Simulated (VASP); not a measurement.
## Au: single point with PBE

The system is Au.

```xyz
3
Lattice="0.0000 0.0000 2.9733 0.0000 2.9733 0.0000 -6.0980 -1.4867 -1.4867" Properties=species:S:1:pos:R:3 pbc="T T T"
Au   -4.0654    0.0000    0.0000
Au    0.0000    0.0000    0.0000
Au   -2.0327    1.4867    1.4867
```

```json
{"Program": "VASP 6.6.1", "Task": "single point", "Functional": "PBE", "Potentials or basis": "VASP PAW PBE potentials, release 64 (Au)", "Cutoff": "520 eV", "k mesh": "14 × 14 × 14", "Occupations": "gaussian, width 0.1 eV", "Spin": "no spin polarisation", "Dipole correction": "no", "Further INCAR settings": "ALGO = Fast; EDIFF = 1e-06; NBANDS = 24"}
```

```yaml
Pressure: -0.2 GPa
Band_gap_on_the_k_mesh: zero (an odd number of electrons rules out a gap without spin polarisation)
```

Stress tensor (GPa, compression positive):
```
-0.14  0.00  0.00
 0.00 -0.26  0.00
 0.00  0.00 -0.26
```

Levels at points of the mesh, in eV from the Fermi level:
| k point | band 15 | band 16 | band 17 | band 18 | band 19 | band 20 |
| --- | --- | --- | --- | --- | --- | --- |
| (0.00, 0.00, 0.00) | -2.59 | -2.59 | -2.29 | -2.29 | 11.89 | 11.89 |
| (0.50, 0.00, 0.00) | -1.86 | -0.68 | -0.48 | -0.48 | 2.82 | 6.29 |
| (0.50, 0.50, 0.00) | -1.54 | 1.02 | 4.11 | 4.11 | 4.40 | 4.40 |
| (0.00, 0.00, 0.50) | -1.97 | -1.62 | -1.62 | 1.57 | 5.88 | 9.50 |

Wall time 92 s on 1 thread of AMD EPYC 9R45 96-Core Processor (Zen 5), on a shared host, peak memory 0.32 GiB.

Caveat: spin-orbit coupling is left out, which moves the levels of the heavy elements.
